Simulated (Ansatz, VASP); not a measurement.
One calculation of SiO2, two programs

The input INCAR:

```
SYSTEM = SiO2
ALGO     = Normal         ! electronic algorithm
EDIFF    = 1E-6           ! SCF threshold, eV
ENCUT    = 520            ! plane-wave cutoff, eV
GGA      = PE             ! functional
ISIF     = 2              ! what is computed and relaxed
ISMEAR   = 0              ! smearing method
LASPH    = .TRUE.         ! aspherical terms in the spheres
LCHARG   = .TRUE.         ! write CHGCAR
LELF     = .TRUE.         ! ELF
LREAL    = .FALSE.        ! projectors in reciprocal space
LVHAR    = .TRUE.       
LWAVE    = .FALSE.        ! write WAVECAR
NBANDS   = 25             ! bands
NELM     = 100            ! most SCF steps
PREC     = Accurate       ! precision mode
SIGMA    = 0.05           ! smearing width, eV
```

KPOINTS

```
k-points
0
G
  6 6 8
  0 0 0
```

Contents of POSCAR:

```
SiO2
1.0
    4.3630000000      0.0000000000      0.0000000000
    0.0000000000      4.3630000000      0.0000000000
    0.0000000000      0.0000000000      2.6091000000
Si O
2 4
Direct
    0.5000000000      0.5000000000      0.5000000000
    0.0000000000      0.0000000000      0.0000000000
    0.6930127928      0.6930127928      0.0000000000
    0.1930127928      0.8069872072      0.5000000000
    0.3069872072      0.3069872072      0.0000000000
    0.8069872072      0.1930127928      0.5000000000
```

Input for Ansatz:

```yaml
crystal:
  lattice:
    - [4.363, 0.0, 0.0]
    - [0.0, 4.363, 0.0]
    - [0.0, 0.0, 2.6091]
  atoms:
    - { symbol: Si, position: [0.5, 0.5, 0.5] }
    - { symbol: Si, position: [0.0, 0.0, 0.0] }
    - { symbol: O, position: [0.6930127928, 0.6930127928, 0.0] }
    - { symbol: O, position: [0.1930127928, 0.8069872072, 0.5] }
    - { symbol: O, position: [0.3069872072, 0.3069872072, 0.0] }
    - { symbol: O, position: [0.8069872072, 0.1930127928, 0.5] }
basis:
  ecutwfc: 520.0
kpoints:
  mp_grid: { grid: [6, 6, 8] }
hamiltonian:
  xc: pbe
  pseudopotentials: { kind: paw, azcp: { folder: soft_1 } }
scf:
  occupations: { method: gaussian, width: 0.05 }
output:
  forces: true
  stress: true
  eigenvalues: true
```

Alike in both runs: task single point; functional PBE; k mesh 6 × 6 × 8; occupations gaussian, width 0.05 eV; no spin polarisation.

```csv
,VASP,Ansatz
version,VASP 6.6.1,Ansatz 0.2.0
potentials or method,"VASP PAW PBE potentials, release 64 (Si, O), cutoff 520 eV","scalar-relativistic, plane waves, PAW"
valence electrons in the cell,32,32
```

|  | VASP | Ansatz | Ansatz less VASP |
| --- | --- | --- | --- |
| gap on the k mesh at the Fermi level (eV) | 4.74 | 4.76 | +0.025 |
| least direct gap on the mesh (eV) | 4.74 | 4.76 | +0.025 |
| pressure (GPa) | -4.3 | -4.6 | -0.28 |
| traceless stress, the component that is largest in VASP (GPa) | 17.05 | 16.44 | -0.609 |
| rms of the force components (eV/Å) | 0.313 | 0.329 | +0.0159 |

Atom by atom the forces differ by 0.016 eV/Å (rms over components). With one functional, cell and mesh, what is left measures potentials, basis and numerics.
